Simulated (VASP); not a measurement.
# KMgF3 (Pm-3m) in VASP: notebook, part 2 of 3

VASP 6.6.1. Earlier steps stand in the parts before.

**4. Single point, PBE**

This run uses another cell than the first one, of 13.78 Å³/atom, 1.063 times its volume.

File INCAR:

```
ALGO = Normal ; EDIFF = 1E-6
ENCUT = 600 ; GGA = PE
GGA_COMPAT = F ; ISIF = 2
ISMEAR = 0 ; LASPH = T
LCHARG = T ; LELF = T
LREAL = F ; LVHAR = T
LWAVE = F ; NBANDS = 24
NELM = 120 ; PREC = Accurate
SIGMA = 0.01
```

File KPOINTS:

```
k-points
0
Gamma
  3 3 3
```

File POSCAR:

```
KMgF3
1.0
    4.0993847090      0.0000000000      0.0000000000
    0.0000000000      4.0993847090      0.0000000000
    0.0000000000      0.0000000000      4.0993847090
K Mg F
1 1 3
Direct
    0.5000000000      0.5000000000      0.5000000000
    0.0000000000      0.0000000000      0.0000000000
    0.5000000000      0.0000000000      0.0000000000
    0.0000000000      0.0000000000      0.5000000000
    0.0000000000      0.5000000000      0.0000000000
```

Potentials or basis: VASP PAW PBE potentials, release 64 (K_sv, Mg, F).

Run with:

```sh
> cat potpaw_PBE.64/K_sv/POTCAR potpaw_PBE.64/Mg/POTCAR potpaw_PBE.64/F/POTCAR > POTCAR
> mpirun -np 1 vasp_std > vasp.out
```

OUTCAR:

```text
EDIFF = 1E-6
   ENCUT = 600
   GGA = PE
   ISIF = 2
   ISMEAR = 0
   LASPH = T
   LREAL = F
   NELM = 120
   PREC = Accurate

 ion  position               nearest neighbor table
   1  0.500  0.500  0.500-   2 3.55   2 3.55   2 3.55   2 3.55   2 3.55   2 3.55   2 3.55   2 3.55

   2  0.000  0.000  0.000-   3 2.05   4 2.05   5 2.05   4 2.05   5 2.05   3 2.05   1 3.55   1 3.55
                             1 3.55   1 3.55   1 3.55   1 3.55   1 3.55   1 3.55
   3  0.500  0.000  0.000-   2 2.05   2 2.05
   4  0.000  0.000  0.500-   2 2.05   2 2.05
   5  0.000  0.500  0.000-   2 2.05   2 2.05

  LATTYP: Found a simple cubic cell.
 ALAT       =     4.0993847090

  Lattice vectors:

 A1 = (   4.0993847090,   0.0000000000,   0.0000000000)
 A2 = (   0.0000000000,   4.0993847090,   0.0000000000)
 A3 = (   0.0000000000,   0.0000000000,   4.0993847090)

Analysis of symmetry for initial positions (statically):
=====================================================================
 Subroutine PRICEL returns:
 Original cell was already a primitive cell.

 Routine SETGRP: Setting up the symmetry group for a
 simple cubic supercell.

 Subroutine GETGRP returns: Found 48 space group operations
 (whereof 48 operations were pure point group operations)
 out of a pool of 48 trial point group operations.

The static configuration has the point symmetry O_h .

Analysis of symmetry for dynamics (positions and initial velocities):
=====================================================================
 Subroutine PRICEL returns:
 Original cell was already a primitive cell.

 Routine SETGRP: Setting up the symmetry group for a
 simple cubic supercell.

 Subroutine GETGRP returns: Found 48 space group operations
 (whereof 48 operations were pure point group operations)
 out of a pool of 48 trial point group operations.

The dynamic configuration has the point symmetry O_h .

 Subroutine INISYM returns: Found 48 space group operations
 (whereof 48 operations are pure point group operations),
 and found     1 'primitive' translations

----------------------------------------------------------------------------------------

                                     Primitive cell

  volume of cell :      68.8900

  direct lattice vectors                    reciprocal lattice vectors
     4.099384709  0.000000000  0.000000000     0.243939047  0.000000000  0.000000000
     0.000000000  4.099384709  0.000000000     0.000000000  0.243939047  0.000000000
     0.000000000  0.000000000  4.099384709     0.000000000  0.000000000  0.243939047

  length of vectors
     4.099384709  4.099384709  4.099384709     0.243939047  0.243939047  0.243939047

  position of ions in fractional coordinates (direct lattice)
     0.500000000  0.500000000  0.500000000
     0.000000000  0.000000000  0.000000000
     0.500000000  0.000000000  0.000000000
     0.000000000  0.000000000  0.500000000
     0.000000000  0.500000000  0.000000000

  ion indices of the primitive-cell ions
   primitive index   ion index
                 1           1
                 2           2
                 3           3
                 4           4
                 5           5

----------------------------------------------------------------------------------------

 KPOINTS: k-points

Automatic generation of k-mesh.
 Grid dimensions read from file:
 generate k-points for:    3    3    3

 Generating k-lattice:

  Cartesian coordinates                     Fractional coordinates (reciprocal lattice)
     0.081313016  0.000000000  0.000000000     0.333333333  0.000000000  0.000000000
     0.000000000  0.081313016  0.000000000     0.000000000  0.333333333  0.000000000
     0.000000000  0.000000000  0.081313016     0.000000000  0.000000000  0.333333333

  Length of vectors
     0.081313016  0.081313016  0.081313016

  Shift w.r.t. Gamma in fractional coordinates (k-lattice)
     0.000000000  0.000000000  0.000000000

 Subroutine IBZKPT returns following result:
 ===========================================

 Found      4 irreducible k-points:

 Following reciprocal coordinates:
            Coordinates               Weight
  0.000000  0.000000  0.000000      1.000000
  0.333333  0.000000  0.000000      6.000000
  0.333333  0.333333  0.000000     12.000000
  0.333333  0.333333  0.333333      8.000000
   k-points           NKPTS =      4   k-points in BZ     NKDIM =      4   number of bands    NBANDS=     24
   number of dos      NEDOS =    301   number of ions     NIONS =      5
   total plane-waves  NPLWV =  46656
   dimension x,y,z NGX =    36 NGY =   36 NGZ =   36
   dimension x,y,z NGXF=    72 NGYF=   72 NGZF=   72
   ions per type =               1   1   3
   NGX,Y,Z   is equivalent  to a cutoff of  14.60, 14.60, 14.60 a.u.
   NGXF,Y,Z  is equivalent  to a cutoff of  29.20, 29.20, 29.20 a.u.
 SYSTEM =  unknown system
   PREC   = accura    normal or accurate (medium, high low for compatibility)
   ISTART =      0    job   : 0-new  1-cont  2-samecut
   ICHARG =      2    charge: 1-file 2-atom 10-const
   ISPIN  =      1    spin polarized calculation?
   LNONCOLLINEAR =      F non collinear calculations
   LSORBIT =      F    spin-orbit coupling
   LASPH  =      T    aspherical Exc in radial PAW
   ENCUT  =  600.0 eV  44.10 Ry    6.64 a.u.   8.19  8.19  8.19*2*pi/ulx,y,z
   NELM   =    120;   NELMIN=  2; NELMDL= -5     # of ELM steps
   EDIFF  = 0.1E-05   stopping-criterion for ELM
   LREAL  =      F    real-space projection
   EDIFFG = 0.1E-04   stopping-criterion for IOM
   NSW    =      0    number of steps for IOM
   IBRION =     -1    ionic relax: 0-MD 1-quasi-New 2-CG
   NFREE  =      0    steps in history (QN), initial steepest desc. (CG)
   ISIF   =      2    stress and relaxation
   ISYM   =      2    0-nonsym 1-usesym 2-fastsym
   POTIM  = 0.5000    time-step for ionic-motion
   TEBEG  =    0.0;   TEEND  =   0.0 temperature during run
   PSTRESS=    0.0 pullay stress
   NELECT =      32.0000    total number of electrons
   NUPDOWN=      -1.0000    fix difference up-down
   EMIN   =  10.00;   EMAX   =-10.00  energy-range for DOS
   EFERMI =   0.00;   METHOD = LEGACY
   ISMEAR =     0;   SIGMA  =   0.01  broadening in eV -4-tet -1-fermi 0-gaus
   EFERMI_NEDOS =   21; number of points for ismear=-14 and -15
   IALGO  =     38    algorithm
   IMIX   =      4    mixing-type and parameters
     AMIX     =   0.40;   BMIX     =  1.00
     AMIX_MAG =   1.60;   BMIX_MAG =  1.00
  volume/ion in A,a.u.               =      13.78        92.98
  Fermi-wavevector in a.u.,A,eV,Ry     =   1.267864  2.395916 21.871096  1.607480
  Thomas-Fermi vector in A             =   2.400990
   LORBIT       =      0    0 simple, 1 ext, 2 COOP (PROOUT), +10 PAW based schemes
   GGA     = PE    functional components
   LHFCALC =     F    Hartree Fock is set to
   AEXX    =    0.0000 exact exchange contribution
   IVDW    =     0    specifies the selected vdW correction
   LEPSILON=     F    determine dielectric tensor
   LRPA    =     F    only Hartree local field effects (RPA)
 non-spin polarized calculation
 Gauss-broadening in eV      SIGMA  =   0.01
  energy-cutoff  :      600.00
  volume of cell :       68.89
 maximum number of plane-waves:      2325
 NGX is ok and might be reduce to    36
   NGX = 17   NGY = 17   NGZ = 17

 number of electron      31.9999974 magnetization

 Free energy of the ion-electron system (eV)
  ---------------------------------------------------
  ext. energy  EPLUGINS =         0.00000000
  ---------------------------------------------------
  free energy    TOTEN  =       -24.44044389 eV

  energy without entropy =      -24.44044389  energy(sigma->0) =      -24.44044389

 E-fermi :  -2.0231     XC(G=0):  -9.2734

 val. band max:       -2.1485777073   @ k =   0.3333   0.3333   0.3333
 cond. band min:       4.6907500097   @ k =   0.0000   0.0000   0.0000
 fundamental gap:      6.8393277171
 Fermi energy:        -2.0230756240

 k-point     1 :       0.0000    0.0000    0.0000
  band No.  band energies     occupation
      1     -27.8387      2.00000
      2     -21.9130      2.00000
      3     -21.3650      2.00000
      4     -21.3650      2.00000
      5     -11.3200      2.00000
      6     -11.3200      2.00000
[... 97 lines left out ...]
     23      12.0530      0.00000
     24      12.8496      0.00000

------------------------ aborting loop because EDIFF is reached ----------------------------------------

  FORCE on cell =-STRESS in cart. coord.  units (eV):
  Direction    XX          YY          ZZ          XY          YZ          ZX
  --------------------------------------------------------------------------------------
  -------------------------------------------------------------------------------------
  Total       -1.0978757     -1.0978757     -1.0978757     -0.0000000     -0.0000000     -0.0000000
  in kB      -25.5333460    -25.5333460    -25.5333460     -0.0000000     -0.0000000     -0.0000000
  external PRESSURE =     -25.5333460 kB  Pullay stress =       0.0000000 kB

 VOLUME and BASIS-vectors are now :
 -----------------------------------------------------------------------------
  energy-cutoff  :      600.00
  volume of cell :       68.89
      direct lattice vectors                 reciprocal lattice vectors
     4.099384709  0.000000000  0.000000000     0.243939047  0.000000000  0.000000000
     0.000000000  4.099384709  0.000000000     0.000000000  0.243939047  0.000000000
     0.000000000  0.000000000  4.099384709     0.000000000  0.000000000  0.243939047

 POSITION                                       TOTAL-FORCE (eV/Angst)
 -----------------------------------------------------------------------------------
      2.04969      2.04969      2.04969         0.000000      0.000000      0.000000
      0.00000      0.00000      0.00000         0.000000      0.000000      0.000000
      2.04969      0.00000      0.00000         0.000000      0.000000      0.000000
      0.00000      0.00000      2.04969         0.000000      0.000000      0.000000
      0.00000      2.04969      0.00000         0.000000      0.000000      0.000000
 -----------------------------------------------------------------------------------
    total drift:                                0.000000      0.000000     -0.000000

  FREE ENERGIE OF THE ION-ELECTRON SYSTEM (eV)
  ---------------------------------------------------
  free  energy   TOTEN  =       -24.4404438939 eV

  energy  without entropy=      -24.4404438939  energy(sigma->0) =      -24.44044389
```

Wall time 15 s (1 thread of Intel Xeon Platinum 8488C (Sapphire Rapids), shared host); peak memory 0.2 GiB.

What came out:

```
Free energy            : -24.4404 eV
Pressure               : -2.6 GPa
Band gap on the k mesh : 6.84 eV, indirect (least direct gap 7.02 eV)
```

Caveat: the k points lie up to 0.51 Å⁻¹ apart. A k mesh can miss the band edges.

(Part 2 of 3 ends here.)
